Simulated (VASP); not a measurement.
A run of VASP 6.6.1:

File POSCAR:

```
SrTiO3
1.0
    3.9180091028      0.0000000000      0.0000000000
    0.0000000000      3.9180091028      0.0000000000
    0.0000000000      0.0000000000      3.9180091028
Sr Ti O
1 1 3
Direct
    0.0000000000      0.0000000000      0.0000000000
    0.5000000000      0.5000000000      0.5000000000
    0.0000000000      0.5000000000      0.5000000000
    0.5000000000      0.0000000000      0.5000000000
    0.5000000000      0.5000000000      0.0000000000
```

INCAR.step1

```
PREC = Accurate
ENCUT = 520
ISMEAR = 0
SIGMA = 0.05
LREAL = F
LASPH = T
NELM = 150
LMAXMIX = 4
LDAU = T
LDAUTYPE = 2
LDAUL = -1 2 -1
LDAUU = 0 4 0
LDAUJ = 0 0 0
NBANDS = 28
GGA = PE
ALGO = Normal
EDIFF = 1E-4
LWAVE = T
LCHARG = F
```

Contents of INCAR.step2:

```
PREC = Accurate
ENCUT = 520
EDIFF = 1E-6
ISMEAR = 0
SIGMA = 0.05
LREAL = F
LASPH = T
NELM = 150
ALGO = Normal
ISIF = 2
LWAVE = F
LCHARG = F
LMAXMIX = 4
LDAU = T
LDAUTYPE = 2
LDAUL = -1 2 -1
LDAUU = 0 4 0
LDAUJ = 0 0 0
LDAUPRINT = 1
METAGGA = R2SCAN
LMIXTAU = T
NBANDS = 28
ISTART = 1
```

The input KPOINTS:

```
regular mesh
0
Gamma
  6 6 6
```

Potentials or basis: VASP PAW PBE potentials, release 64 (Sr_sv, Ti_sv, O).

Run with:

```console
$ cat potpaw_PBE.64/Sr_sv/POTCAR potpaw_PBE.64/Ti_sv/POTCAR potpaw_PBE.64/O/POTCAR > POTCAR
$ cp INCAR.step1 INCAR
$ mpirun -np 1 vasp_std > vasp.out
$ cp INCAR.step2 INCAR
$ mpirun -np 1 vasp_std > vasp.out
```

Hardware: 1 thread of AMD EPYC 7R43 64-Core Processor (Zen 3) (shared host).

Q: How long does it take, and how much memory?

A: It took 2.9 min on 1 thread of AMD EPYC 7R43 64-Core Processor (Zen 3), with other jobs on the host, peak memory 0.16 GiB. Counts: k points 20.
